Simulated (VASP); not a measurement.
## Ni: single point with PBE

Crystal: Ni.

```
Ni
1.0
     0.00000    1.75969    1.75969
     1.75969    0.00000    1.75969
     1.75969    1.75969    0.00000
Ni
1
Direct
  0.00000 0.00000 0.00000
```

```json
{
  "Program": "VASP 6.6.1",
  "Task": "single point",
  "Functional": "PBE",
  "Potentials or basis": "VASP PAW PBE potentials, release 64 (Ni)",
  "Cutoff": "520 eV",
  "k mesh": "15 × 15 × 15",
  "Occupations": "gaussian, width 0.01 eV",
  "Spin": "collinear spin, ferromagnetic start",
  "Starting moments": "[0.672] μB"
}
```

```json
{
  "Pressure": "-0.2 GPa",
  "Net moment": "0.64 μB per cell",
  "Site moments": "Ni +0.65 μB",
  "Valence electrons inside the program's atomic spheres": "Ni 9.31"
}
```

Levels at points of the mesh, in eV from the Fermi level:
Spin up:
```
           k point  band 3  band 4  band 5  band 6  band 7  band 8
(0.00, 0.00, 0.00)   -2.45   -2.45   -1.26   -1.26   23.71   27.56
```
Spin down:
| k point | band 3 | band 4 | band 5 | band 6 | band 7 | band 8 |
| --- | --- | --- | --- | --- | --- | --- |
| (0.00, 0.00, 0.00) | -1.67 | -1.67 | -0.67 | -0.67 | 23.54 | 27.54 |

It took 45 s on 1 thread of Intel(R) Xeon(R) Platinum 8259CL CPU @ 2.50GHz (Skylake/Cascade Lake), with other jobs on the host, peak memory 0.15 GiB.
